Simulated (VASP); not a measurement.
# SiO2: single point with r2SCAN

The system is SiO2.

```
Si O
1.0
     4.95848    0.00000    0.00000
    -2.47924    4.29417    0.00000
     0.00000    0.00000    5.66970
Si O
3 6
Direct
  0.00000 0.50000 0.33333
  0.50000 0.50000 0.66667
  0.50000 0.00000 0.00000
  0.58755 0.79378 0.83333
  0.79378 0.58755 0.50000
  0.79378 0.20622 0.16667
  0.41245 0.20622 0.83333
  0.20622 0.41245 0.50000
  0.20622 0.79378 0.16667
```

This cell differs from its parent crystal: biaxial strain in the a-b plane: -2.0 %, then relaxed in part.

```json
{
  "Program": "VASP 6.6.1",
  "Task": "single point",
  "Functional": "r2SCAN",
  "Potentials or basis": "VASP PAW PBE potentials, release 64 (Si, O)",
  "Cutoff": "520 eV",
  "k mesh": "6 × 6 × 4",
  "Occupations": "gaussian, width 0.02 eV",
  "Spin": "no spin polarisation"
}
```

| Item | Value |
| --- | --- |
| Pressure | 2.2 GPa |
| Largest force | 0.012 eV/Å |
| Band gap on the k mesh | 6.28 eV, indirect (least direct gap 6.38 eV) |

Forces in eV/Å, atoms in the order of the input:
```
Si   0.000  0.000  0.000
Si   0.000  0.000  0.000
Si   0.000  0.000  0.000
O   -0.010 -0.006  0.000
O    0.000 -0.012  0.000
O   -0.010  0.006  0.000
O    0.010  0.006  0.000
O    0.000  0.012  0.000
O    0.010 -0.006  0.000
```

Stress tensor (GPa, compression positive):
```
3.19 0.00 0.00
0.00 3.19 0.00
0.00 0.00 0.23
```

Levels at points of the mesh, in eV from the valence-band top:
```csv
k point,band 21,band 22,band 23,band 24,band 25,band 26,band 27,band 28
"(0.00, 0.00, 0.00)",-1.13,-0.50,-0.50,-0.11,6.28,9.67,9.67,10.17
"(0.50, 0.00, 0.00)",-1.20,-1.09,-0.44,-0.04,8.41,9.33,10.35,10.55
"(0.00, 0.00, 0.50)",-1.15,-0.42,0.00,0.00,8.11,8.11,9.04,10.68
"(0.50, 0.00, 0.50)",-0.98,-0.82,-0.79,-0.33,9.57,9.73,10.00,10.05
```

It took 3.6 min on 1 thread of Intel(R) Xeon(R) Platinum 8488C (Sapphire Rapids), with other jobs on the host, peak memory 0.29 GiB.

Caveat: the cell differs from its parent crystal (biaxial strain in the a-b plane: -2.0 %, then relaxed in part); the PAW data sets were made with another functional, which shifts forces and pressure a little. A k mesh can miss the band edges.
